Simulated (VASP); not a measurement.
Set up this calculation in VASP 6.6.1, as the native input.

* Task: single point
* Functional: revPBE
* Potentials or basis: VASP PAW PBE potentials, release 64 (Zn)
* Cutoff: 520 eV
* k mesh: 16 × 16 × 16
* Occupations: fermi-dirac, width 0.1 eV
* Spin: no spin polarisation
* Dipole correction: no
* Further INCAR settings: ALGO = Normal; EDIFF = 1e-06; NBANDS = 12

The structure of Zn lies in POSCAR:

```
Zn
1.0
   -1.5177980441      1.5177980441      1.5177980441
    1.5177980441     -1.5177980441      1.5177980441
    1.5177980441      1.5177980441     -1.5177980441
Zn
1
Direct
    0.0000000000      0.0000000000      0.0000000000
```

This cell differs from its parent crystal: volume scaled by 0.88.

One way to write it, as run:

INCAR

```
SYSTEM = Zn
PREC = Accurate
ENCUT = 520
EDIFF = 1E-6
ISMEAR = -1
SIGMA = 0.1
LREAL = .False.
LASPH = .True.
NELM = 100
ALGO = Normal
ISIF = 2
LWAVE = .False.
LCHARG = .False.
GGA = RE
NBANDS = 12
```

KPOINTS

```
Automatic mesh
0
Gamma
  16 16 16
  0 0 0
```

Potentials or basis: VASP PAW PBE potentials, release 64 (Zn).

Run with:

```console
$ cat potpaw_PBE.64/Zn/POTCAR > POTCAR
$ mpirun -np 1 vasp_std > vasp.out
```

Results of the run:

| Property | Result |
| --- | --- |
| Pressure | 11.0 GPa |
| Band gap on the k mesh | zero (band 6 reaches 8.32 eV, above the bottom of band 7 at 3.17 eV) |

Caveat: the PAW data sets were made with another functional, which shifts forces and pressure a little.

Run time: 20 s on 1 thread of AMD EPYC 7R13, with other jobs on the host, peak memory 0.11 GiB.
